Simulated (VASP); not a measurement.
Wanted: the native input for a VASP 6.6.1 run.

```yaml
Task: single point
Functional: LDA
Potentials_or_basis: VASP PAW LDA potentials, release 64 (B, N)
Cutoff: 520 eV
k_mesh: 12 × 12 × 4
Occupations: gaussian, width 0.05 eV
Spin: no spin polarisation
Dipole_correction: no
Further_INCAR_settings: ALGO = Normal; EDIFF = 1e-07; NBANDS = 16
```

The structure of BN lies in POSCAR:

```
BN
1.0
    2.6707269503      0.0000000000      0.0000000000
   -1.3353634752      2.3129173855      0.0000000000
    0.0000000000      0.0000000000      6.1795280176
B N
2 2
Direct
    0.3333333333      0.6666666667      0.2500000000
    0.6666666667      0.3333333333      0.7500000000
    0.3333333333      0.6666666667      0.7500000000
    0.6666666667      0.3333333333      0.2500000000
```

These files were run (other wordings do the same):

INCAR

```
SYSTEM = BN
ALGO = Normal
EDIFF = 1E-7
ENCUT = 520
GGA = CA
ISIF = 2
ISMEAR = 0
LASPH = .TRUE.
LCHARG = .FALSE.
LREAL = .FALSE.
LWAVE = .FALSE.
NBANDS = 16
NELM = 80
PREC = Accurate
SIGMA = 0.05
```

KPOINTS

```
k-points
0
G
  12 12 4
  0 0 0
```

Potentials or basis: VASP PAW LDA potentials, release 64 (B, N).

Command:

```console
$ cat potpaw_LDA.64/B/POTCAR potpaw_LDA.64/N/POTCAR > POTCAR
$ mpirun -np 1 vasp_std > vasp.out
```

Results of the run:

The pressure is -40.3 GPa and the band gap on the k mesh is 3.65 eV (least direct gap 3.83 eV).

Caveat: the cell stands under tension.

It took 19 s on 1 thread of Intel(R) Xeon(R) 6975P-C (Granite Rapids), with other jobs on the host, peak memory 0.14 GiB.
